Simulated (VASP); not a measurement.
# Na in VASP: single point with PBEsol

Aim: the single point of Na with PBEsol.

Everything below comes from runs of VASP 6.6.1. Logs are shortened: lines on timing, memory, paths and dates and some standing lists are left out, and cuts for length are marked.

## 1. The cell of the first run

The cell holds a sublattice, 1 atom: a = 3.993 Å, b = 3.993 Å, c = 7.321 Å, α = 90.00°, β = 90.00°, γ = 90.00°.

## 2. Single point, PBEsol

Contents of INCAR:

```
PREC = Accurate ; ENCUT = 400
EDIFF = 1E-6 ; ISMEAR = 0
SIGMA = 0.1 ; LREAL = False
LASPH = True ; NELM = 120
ALGO = Normal ; ISIF = 2
LWAVE = False ; LCHARG = True
GGA = PS ; LELF = True
LVHAR = True ; NBANDS = 10
GGA_COMPAT = False
```

Contents of KPOINTS:

```
regular mesh
0
Gamma
  6 6 4
```

Contents of POSCAR:

```
Na
1.0
    3.9931480000      0.0000000000      0.0000000000
    0.0000000000      3.9931480000      0.0000000000
    0.0000000000      0.0000000000      7.3214610000
Na
1
Direct
    0.0000000000      0.0000000000      0.0313840000
```

Potentials or basis: VASP PAW PBE potentials, release 64 (Na_pv).

Command:

```bash
> cat potpaw_PBE.64/Na_pv/POTCAR > POTCAR
> mpirun -np 1 vasp_std > vasp.out
```

OUTCAR:

```text
PREC = Accurate
   ENCUT = 400
   EDIFF = 1E-6
   ISMEAR = 0
   LREAL = False
   LASPH = True
   NELM = 120
   ISIF = 2
   GGA = PS

 ion  position               nearest neighbor table
   1  0.000  0.000  0.031-

  LATTYP: Found a simple tetragonal cell.
 ALAT       =     3.9931480000
 C/A-ratio  =     1.8335060459

  Lattice vectors:

 A1 = (   3.9931480000,   0.0000000000,   0.0000000000)
 A2 = (   0.0000000000,   3.9931480000,   0.0000000000)
 A3 = (   0.0000000000,   0.0000000000,   7.3214610000)

Analysis of symmetry for initial positions (statically):
=====================================================================
 Subroutine PRICEL returns:
 Original cell was already a primitive cell.

 Routine SETGRP: Setting up the symmetry group for a
 simple tetragonal supercell.

 Subroutine GETGRP returns: Found 16 space group operations
 (whereof  8 operations were pure point group operations)
 out of a pool of 16 trial point group operations.

The static configuration has the point symmetry C_4v.
 The point group associated with its full space group is D_4h.

Analysis of symmetry for dynamics (positions and initial velocities):
=====================================================================
 Subroutine PRICEL returns:
 Original cell was already a primitive cell.

 Routine SETGRP: Setting up the symmetry group for a
 simple tetragonal supercell.

 Subroutine GETGRP returns: Found 16 space group operations
 (whereof  8 operations were pure point group operations)
 out of a pool of 16 trial point group operations.

The dynamic configuration has the point symmetry C_4v.
 The point group associated with its full space group is D_4h.

 Subroutine INISYM returns: Found 16 space group operations
 (whereof  8 operations are pure point group operations),
 and found     1 'primitive' translations

----------------------------------------------------------------------------------------

                                     Primitive cell

  volume of cell :     116.7424

  direct lattice vectors                    reciprocal lattice vectors
     3.993148000  0.000000000  0.000000000     0.250428985  0.000000000  0.000000000
     0.000000000  3.993148000  0.000000000     0.000000000  0.250428985  0.000000000
     0.000000000  0.000000000  7.321461000     0.000000000  0.000000000  0.136584761

  length of vectors
     3.993148000  3.993148000  7.321461000     0.250428985  0.250428985  0.136584761

  position of ions in fractional coordinates (direct lattice)
     0.000000000  0.000000000  0.031384000

  ion indices of the primitive-cell ions
   primitive index   ion index
                 1           1

----------------------------------------------------------------------------------------

 KPOINTS: regular mesh

Automatic generation of k-mesh.
 Grid dimensions read from file:
 generate k-points for:    6    6    4

 Generating k-lattice:

  Cartesian coordinates                     Fractional coordinates (reciprocal lattice)
     0.041738164  0.000000000  0.000000000     0.166666667  0.000000000  0.000000000
     0.000000000  0.041738164  0.000000000     0.000000000  0.166666667  0.000000000
     0.000000000  0.000000000  0.034146190     0.000000000  0.000000000  0.250000000

  Length of vectors
     0.041738164  0.041738164  0.034146190

  Shift w.r.t. Gamma in fractional coordinates (k-lattice)
     0.000000000  0.000000000  0.000000000

 Subroutine IBZKPT returns following result:
 ===========================================

 Found     30 irreducible k-points:

 Following reciprocal coordinates:
            Coordinates               Weight
  0.000000  0.000000  0.000000      1.000000
  0.166667  0.000000  0.000000      4.000000
  0.333333  0.000000  0.000000      4.000000
  0.500000  0.000000  0.000000      2.000000
  0.166667  0.166667  0.000000      4.000000
  0.333333  0.166667  0.000000      8.000000
[... 16 lines left out ...]
  0.333333  0.000000  0.500000      4.000000
  0.500000  0.000000  0.500000      2.000000
 [... further k-points ...]
   k-points           NKPTS =     30   k-points in BZ     NKDIM =     30   number of bands    NBANDS=     10
   number of dos      NEDOS =    301   number of ions     NIONS =      1
   total plane-waves  NPLWV =  37632
   dimension x,y,z NGX =    28 NGY =   28 NGZ =   48
   dimension x,y,z NGXF=    56 NGYF=   56 NGZF=   96
   ions per type =               1
   NGX,Y,Z   is equivalent  to a cutoff of  11.66, 11.66, 10.90 a.u.
   NGXF,Y,Z  is equivalent  to a cutoff of  23.31, 23.31, 21.80 a.u.
 SYSTEM =  unknown system
   PREC   = accura    normal or accurate (medium, high low for compatibility)
   ISTART =      0    job   : 0-new  1-cont  2-samecut
   ICHARG =      2    charge: 1-file 2-atom 10-const
   ISPIN  =      1    spin polarized calculation?
   LNONCOLLINEAR =      F non collinear calculations
   LSORBIT =      F    spin-orbit coupling
   LASPH  =      T    aspherical Exc in radial PAW
   ENCUT  =  400.0 eV  29.40 Ry    5.42 a.u.   6.51  6.51 11.94*2*pi/ulx,y,z
   NELM   =    120;   NELMIN=  2; NELMDL= -5     # of ELM steps
   EDIFF  = 0.1E-05   stopping-criterion for ELM
   LREAL  =      F    real-space projection
   EDIFFG = 0.1E-04   stopping-criterion for IOM
   NSW    =      0    number of steps for IOM
   IBRION =     -1    ionic relax: 0-MD 1-quasi-New 2-CG
   NFREE  =      0    steps in history (QN), initial steepest desc. (CG)
   ISIF   =      2    stress and relaxation
   ISYM   =      2    0-nonsym 1-usesym 2-fastsym
   POTIM  = 0.5000    time-step for ionic-motion
   TEBEG  =    0.0;   TEEND  =   0.0 temperature during run
   PSTRESS=    0.0 pullay stress
   NELECT =       7.0000    total number of electrons
   NUPDOWN=      -1.0000    fix difference up-down
   EMIN   =  10.00;   EMAX   =-10.00  energy-range for DOS
   EFERMI =   0.00;   METHOD = LEGACY
   ISMEAR =     0;   SIGMA  =   0.10  broadening in eV -4-tet -1-fermi 0-gaus
   EFERMI_NEDOS =   21; number of points for ismear=-14 and -15
   IALGO  =     38    algorithm
   IMIX   =      4    mixing-type and parameters
     AMIX     =   0.40;   BMIX     =  1.00
     AMIX_MAG =   1.60;   BMIX_MAG =  1.00
  volume/ion in A,a.u.               =     116.74       787.82
  Fermi-wavevector in a.u.,A,eV,Ry     =   0.640764  1.210868  5.586257  0.410578
  Thomas-Fermi vector in A             =   1.706880
   LORBIT       =      0    0 simple, 1 ext, 2 COOP (PROOUT), +10 PAW based schemes
   GGA     = PS    functional components
   LHFCALC =     F    Hartree Fock is set to
   AEXX    =    0.0000 exact exchange contribution
   IVDW    =     0    specifies the selected vdW correction
   LEPSILON=     F    determine dielectric tensor
   LRPA    =     F    only Hartree local field effects (RPA)
 non-spin polarized calculation
 Gauss-broadening in eV      SIGMA  =   0.10
  energy-cutoff  :      400.00
  volume of cell :      116.74
 maximum number of plane-waves:      2136
 NGX is ok and might be reduce to    28
   NGX = 13   NGY = 13   NGZ = 23

 number of electron       7.0000001 magnetization

 Free energy of the ion-electron system (eV)
  ---------------------------------------------------
  ext. energy  EPLUGINS =         0.00000000
  ---------------------------------------------------
  free energy    TOTEN  =        -0.91945498 eV

  energy without entropy =       -0.90994069  energy(sigma->0) =       -0.91469784

 E-fermi :  -1.8618     XC(G=0):  -3.7310

 val. band max:       -1.8920471552   @ k =   0.3333   0.1667   0.2500
 cond. band min:      -1.8156134793   @ k =   0.3333   0.1667   0.5000
 fundamental gap:      0.0764336759
 Fermi energy:        -1.8618135985

 k-point     1 :       0.0000    0.0000    0.0000
  band No.  band energies     occupation
      1     -27.1933      2.00000
      2     -27.1644      2.00000
      3     -27.1644      2.00000
      4      -3.2828      2.00000
      5      -0.1046      0.00000
      6       0.8815      0.00000
      7       5.2768      0.00000
      8       5.8489      0.00000
      9       5.8489      0.00000
     10       6.7710      0.00000

 k-point     2 :       0.1667    0.0000    0.0000
  band No.  band energies     occupation
      1     -27.1931      2.00000
      2     -27.1665      2.00000
      3     -27.1642      2.00000
      4      -3.0161      2.00000
      5       0.1482      0.00000
      6       1.1408      0.00000
      7       3.1369      0.00000
      8       6.0832      0.00000
      9       6.2335      0.00000
     10       6.2723      0.00000

 k-point     3 :       0.3333    0.0000    0.0000
  band No.  band energies     occupation
      1     -27.1928      2.00000
      2     -27.1708      2.00000
      3     -27.1639      2.00000
      4      -2.2213      2.00000
      5       0.8735      0.00000
      6       0.9047      0.00000
      7       1.9504      0.00000
      8       3.9845      0.00000
      9       5.0162      0.00000
     10       6.7874      0.00000

 k-point     4 :       0.5000    0.0000    0.0000
  band No.  band energies     occupation
      1     -27.1926      2.00000
      2     -27.1728      2.00000
      3     -27.1638      2.00000
      4      -0.9452      0.00000
      5      -0.8825      0.00000
      6       1.9962      0.00000
      7       2.3816      0.00000
      8       3.2243      0.00000
      9       3.2551      0.00000
     10       7.9472      0.00000
[... 222 lines left out ...]
 k-point    22 :       0.1667    0.0000    0.5000
  band No.  band energies     occupation
      1     -27.1931      2.00000
      2     -27.1664      2.00000
      3     -27.1642      2.00000
      4      -2.8748      2.00000
      5      -0.8588      0.00000
      6       3.2088      0.00000
      7       4.0048      0.00000
      8       4.0561      0.00000
      9       5.3483      0.00000
     10       6.1917      0.00000

 k-point    23 :       0.3333    0.0000    0.5000
  band No.  band energies     occupation
      1     -27.1928      2.00000
      2     -27.1708      2.00000
      3     -27.1639      2.00000
      4      -2.0792      1.99789
      5      -0.0892      0.00000
      6       1.0173      0.00000
      7       3.0194      0.00000
      8       4.7685      0.00000
      9       4.7977      0.00000
     10       6.8895      0.00000

 k-point    24 :       0.5000    0.0000    0.5000
  band No.  band energies     occupation
      1     -27.1925      2.00000
      2     -27.1728      2.00000
      3     -27.1638      2.00000
      4      -0.7872      0.00000
      5      -0.7572      0.00000
      6       1.0562      0.00000
      7       1.3587      0.00000
      8       5.8789      0.00000
      9       5.9457      0.00000
     10       6.1147      0.00000

 [... further k-points ...]

------------------------ aborting loop because EDIFF is reached ----------------------------------------

  FORCE on cell =-STRESS in cart. coord.  units (eV):
  Direction    XX          YY          ZZ          XY          YZ          ZX
  --------------------------------------------------------------------------------------
  -------------------------------------------------------------------------------------
  Total       -0.6357523     -0.6357523     -0.1239557      0.0000000      0.0000000      0.0000000
  in kB       -8.7250905     -8.7250905     -1.7011727      0.0000000      0.0000000      0.0000000
  external PRESSURE =      -6.3837845 kB  Pullay stress =       0.0000000 kB

 VOLUME and BASIS-vectors are now :
 -----------------------------------------------------------------------------
  energy-cutoff  :      400.00
  volume of cell :      116.74
      direct lattice vectors                 reciprocal lattice vectors
     3.993148000  0.000000000  0.000000000     0.250428985  0.000000000  0.000000000
     0.000000000  3.993148000  0.000000000     0.000000000  0.250428985  0.000000000
     0.000000000  0.000000000  7.321461000     0.000000000  0.000000000  0.136584761

 POSITION                                       TOTAL-FORCE (eV/Angst)
 -----------------------------------------------------------------------------------
      0.00000      0.00000      0.22978         0.000000      0.000000     -0.000000
 -----------------------------------------------------------------------------------
    total drift:                               -0.000000      0.000000      0.000008

  FREE ENERGIE OF THE ION-ELECTRON SYSTEM (eV)
  ---------------------------------------------------
  free  energy   TOTEN  =        -0.9194549846 eV

  energy  without entropy=       -0.9099406943  energy(sigma->0) =       -0.91469784
```

It took 18 s on 1 thread of AMD EPYC 7R43 (Zen 3), shared host; peak memory 0.14 GiB.

What came out:

```
Free energy            : -0.9195 eV
Pressure               : -0.6 GPa
Band gap on the k mesh : zero (an odd number of electrons rules out a gap without spin polarisation)
```

Caveat: the PAW data sets were made with another functional, which shifts forces and pressure a little.
